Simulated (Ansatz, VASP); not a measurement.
## Two plane-wave programs on MgCd3Te2

```
Mg Cd Te
1.0
     7.51529    0.00000    0.00000
    -3.75765    6.50843    0.00000
     0.00000    0.00000    4.20963
Mg Cd Te
1 3 2
Direct
  0.00000 0.00000 0.00000
  0.50000 0.00000 0.50000
  0.50000 0.50000 0.50000
  0.00000 0.50000 0.50000
  0.33333 0.66667 0.00000
  0.66667 0.33333 0.00000
```

Change from the starting cell: species swapped into the GdCo3B2 type (P6/mmm, No. 191).

Alike in both runs: functional PBE; k mesh 6 × 6 × 8; occupations gaussian, width 0.1 eV; no spin polarisation.

Ansatz relaxed the structure, and its values are those at the end. VASP's run is a single point on that final structure, the one shown.

```csv
,VASP,Ansatz
version,VASP 6.6.1,Ansatz 0.2.0
potentials or method,"VASP PAW PBE potentials, release 64 (Mg, Cd, Te), cutoff 520 eV","scalar-relativistic, plane waves, PAW"
valence electrons in the cell,50,102
```

|  | VASP | Ansatz | Ansatz less VASP |
| --- | --- | --- | --- |
| gap on the k mesh at the Fermi level (eV) | none | none | - |
| pressure (GPa) | 0.1 | 0.0 | -0.10 |

A gap of «none» marks a metal or a gap that the smearing closes. With one functional, cell and mesh, what is left measures potentials, basis and numerics. VASP's potentials hold 50 valence electrons a cell and Ansatz's 102, so a difference there can come from the potentials and not from the codes.

Neither program's run includes spin-orbit coupling.
